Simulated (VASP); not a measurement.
The system is TlB2.

```
Tl B
1.0
    -1.60470    1.60470    3.93652
     1.60470   -1.60470    3.93652
     1.60470    1.60470   -3.93652
Tl B
1 2
Cartesian
  0.0000 0.0000 0.0000
  0.0000 0.0000 5.2356
  0.0000 0.0000 2.6375
```

* Program: VASP 6.6.1
* Task: relaxation of cell and atoms
* Functional: PBE
* Potentials or basis: VASP PAW PBE potentials, release 64 (Tl_d, B)
* Cutoff: 600 eV
* k mesh: 8 × 8 × 8
* Occupations: gaussian, width 0.1 eV
* Spin: no spin polarisation

At the start: pressure 8.1 GPa; volume 13.52 Å³/atom.

**Question.** Where does the relaxation end?

**Answer.** Over 40 steps the energy falls by 887.7 meV/atom and the volume is 14.09 Å³/atom (+4.3 %); space group I4/mmm (No. 139, to 0.1 Å) before and after.

Step by step:
| step | energy change (eV) | largest force (eV/Å) | pressure (GPa) | volume (Å³) |
| --- | --- | --- | --- | --- |
| 1 | 0.0000 | 0.9556 | 8.11 | 40.55 |
| 2 | -0.2157 | 0.5129 | -1.11 | 44.65 |
| 3 | -0.2239 | 0.4746 | -3.18 | 45.93 |
| 4 | -0.2929 | 0.4482 | -1.78 | 44.71 |
| 5 | -0.3198 | 0.2994 | 0.26 | 43.59 |
| 6 | -0.3199 | 0.3196 | 0.00 | 43.69 |
| 7 | -0.3499 | 0.4879 | 0.27 | 43.41 |
| 8 | -0.4822 | 0.6392 | 1.41 | 42.56 |
| 9 | -0.8598 | 0.4516 | 4.86 | 40.81 |
| 10 | -0.9022 | 3.5132 | 27.18 | 37.13 |
| 11 | -1.1115 | 0.6003 | 11.37 | 39.33 |
| 12 | -1.1242 | 1.6931 | 17.20 | 38.38 |
| 13 | -1.1356 | 1.2606 | 15.05 | 38.71 |
| 14 | -1.1364 | 1.2692 | 15.08 | 38.71 |
| 15 | -1.1387 | 1.2958 | 15.20 | 38.69 |
| 16 | -1.1432 | 1.3517 | 15.46 | 38.66 |
| 17 | -1.1509 | 1.4743 | 15.95 | 38.59 |
| 18 | -1.1605 | 1.7442 | 16.93 | 38.45 |
| 19 | -1.1591 | 2.2893 | 19.24 | 38.17 |
| 20 | -1.1630 | 1.9720 | 18.07 | 38.32 |
| 21 | -1.1785 | 1.9736 | 17.96 | 38.33 |
| 22 | -1.2243 | 1.9927 | 17.58 | 38.37 |
| 23 | -1.3121 | 2.0336 | 16.86 | 38.45 |
| 24 | -1.4669 | 2.0324 | 15.84 | 38.59 |
| 25 | -1.7166 | 2.1955 | 14.19 | 38.81 |
| 26 | -1.9803 | 2.2411 | 12.26 | 39.03 |
| 27 | -1.4312 | 3.3092 | 13.43 | 38.67 |
| 28 | -1.9231 | 2.6804 | 12.61 | 39.04 |
| 29 | -1.9115 | 2.5157 | 12.37 | 39.01 |
| 30 | -2.0802 | 2.1031 | 8.87 | 39.58 |
| 31 | -2.4093 | 1.2515 | 1.34 | 41.33 |
| 32 | -2.5723 | 0.3362 | -6.13 | 44.97 |
| 33 | -2.5734 | 0.3699 | -5.83 | 44.72 |
| 34 | -2.6155 | 0.3077 | -4.13 | 43.85 |
| 35 | -2.6559 | 0.1650 | -0.02 | 42.12 |
| 36 | -2.6564 | 0.1463 | 0.58 | 41.91 |
| 37 | -2.6564 | 0.1511 | 0.42 | 41.96 |
| 38 | -2.6578 | 0.1401 | 0.38 | 41.99 |
| 39 | -2.6612 | 0.0971 | 0.22 | 42.09 |
| 40 | -2.6631 | 0.0255 | -0.18 | 42.28 |

Final structure:
```
Tl B
1.0
    -1.41478    1.41478    5.28024
     1.41478   -1.41478    5.28024
     1.41478    1.41478   -5.28024
Tl B
1 2
Direct
  0.00000 0.00000 0.00000
  0.75514 0.75514 0.00000
  0.24486 0.24486 0.00000
```

Caveat: a cell axis changed by over 15 % at a fixed basis, so the end point is rough.
